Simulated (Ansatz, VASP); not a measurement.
Pt: VASP beside Ansatz

Contents of INCAR:

```
SYSTEM = Pt
PREC = Accurate ; ENCUT = 520
EDIFF = 1E-7 ; ISMEAR = 0
SIGMA = 0.15 ; LREAL = .False.
LASPH = .True. ; NELM = 100
ALGO = Fast ; ISIF = 2
LWAVE = .False. ; LCHARG = .False.
GGA = PE ; NBANDS = 11
```

KPOINTS

```
regular mesh
0
Gamma
  22 22 22
  0 0 0
```

Contents of POSCAR:

```
Pt
1.0
   -1.5703580750      1.5703580750      1.5842200000
    1.5703580750     -1.5703580750      1.5842200000
    1.5980819250      1.5980819250     -1.5842200000
Pt
1
Direct
    0.0000000000      0.0000000000      0.0000000000
```

Input for Ansatz:

```yaml
crystal:
  lattice:
    - [-1.570358075, 1.570358075, 1.58422]
    - [1.570358075, -1.570358075, 1.58422]
    - [1.598081925, 1.598081925, -1.58422]
  atoms:
    - { symbol: Pt, position: [0.0, 0.0, 0.0] }
basis:
  ecutwfc: 420
kpoints:
  mp_grid: { grid: [22, 22, 22] }
hamiltonian:
  xc: pbe
scf:
  occupations: { method: gaussian, width: 0.15 }
output:
  forces: true
  stress: true
  eigenvalues: true
```

Change from the starting cell: strain +0.0175 x Voigt [0, 0, 0, 0, 0, 1], atoms carried along.

Alike in both runs: task single point; functional PBE; k mesh 22 × 22 × 22; occupations gaussian, width 0.15 eV; no spin polarisation.

```csv
,VASP,Ansatz
version,VASP 6.6.1,Ansatz 0.2.0
potentials or method,"VASP PAW PBE potentials, release 64 (Pt), cutoff 520 eV","scalar-relativistic, plane waves, PAW"
valence electrons in the cell,10,18
```

|  | VASP | Ansatz | Ansatz less VASP |
| --- | --- | --- | --- |
| gap on the k mesh at the Fermi level (eV) | none | none | - |
| pressure (GPa) | -1.4 | -0.9 | +0.45 |
| traceless stress, the component that is largest in VASP (GPa) | -2.59 | -2.62 | -0.026 |

A gap of «none» marks a metal or a gap that the smearing closes. VASP's potentials hold 10 valence electrons a cell and Ansatz's 18, so a difference there can come from the potentials and not from the codes.

Neither program's run includes spin-orbit coupling.
